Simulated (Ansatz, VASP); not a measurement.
## One calculation of Al2BN3, two programs

File INCAR:

```
PREC     = Accurate       # precision mode
ENCUT    = 600            # plane-wave cutoff, eV
EDIFF    = 1E-6           # SCF threshold, eV
ISMEAR   = 0              # smearing method
SIGMA    = 0.1            # smearing width, eV
LREAL    = False          # projectors in reciprocal space
LASPH    = True           # aspherical terms in the spheres
NELM     = 120            # most SCF steps
ALGO     = Normal         # electronic algorithm
ISIF     = 2              # what is computed and relaxed
LWAVE    = False          # write WAVECAR
LCHARG   = True           # write CHGCAR
GGA      = PE             # functional
LELF     = True           # ELF
LVHAR    = True         
NBANDS   = 21             # bands
GGA_COMPAT= False
```

KPOINTS

```
regular mesh
0
Gamma
  6 6 4
```

Contents of POSCAR:

```
Al2BN3
1.0
    3.1482015100      0.0000000000      0.0000000000
    0.0000000000      3.1482015100      0.0000000000
    0.0000000000      0.0000000000      6.9485897700
Al B N
2 1 3
Direct
    0.0000000000      0.5000000000      0.7365000200
    0.5000000000      0.0000000000      0.2634999800
    0.0000000000      0.0000000000      0.0000000000
    0.5000000000      0.5000000000      0.0000000000
    0.0000000000      0.5000000000      0.3835000100
    0.5000000000      0.0000000000      0.6164999900
```

Input for Ansatz:

```yaml
crystal:
  lattice:
    - [3.14820151, 0.0, 0.0]
    - [0.0, 3.14820151, 0.0]
    - [0.0, 0.0, 6.94858977]
  atoms:
    - { symbol: Al, position: [0.0, 0.5, 0.73650002] }
    - { symbol: Al, position: [0.5, 0.0, 0.26349998] }
    - { symbol: B, position: [0.0, 0.0, 0.0] }
    - { symbol: "N", position: [0.5, 0.5, 0.0] }
    - { symbol: "N", position: [0.0, 0.5, 0.38350001] }
    - { symbol: "N", position: [0.5, 0.0, 0.61649999] }
basis:
  ecutwfc: 420
kpoints:
  mp_grid: { grid: [6, 6, 4] }
hamiltonian:
  xc: pbe
scf:
  occupations: { method: gaussian, width: 0.1 }
  lower_state_search: "off"
output:
  forces: true
  stress: true
  eigenvalues: true
```

Change from the starting cell: species swapped into the Zr2CuSb3 type (P-4m2, No. 115).

Alike in both runs: task single point; functional PBE; k mesh 6 × 6 × 4; occupations gaussian, width 0.1 eV; no spin polarisation.

```csv
,VASP,Ansatz
version,VASP 6.6.1,Ansatz 0.2.0
potentials or method,"VASP PAW PBE potentials, release 64 (Al, B, N), cutoff 600 eV","scalar-relativistic, plane waves, PAW"
valence electrons in the cell,24,24
```

```tsv
	VASP	Ansatz	Ansatz less VASP
gap on the k mesh at the Fermi level (eV)	none	none	-
rms of the force components (eV/Å)	0.898	0.900	+0.0016
```

Atom by atom the forces differ by 0.002 eV/Å (rms over components). A gap of «none» marks a metal or a gap that the smearing closes.
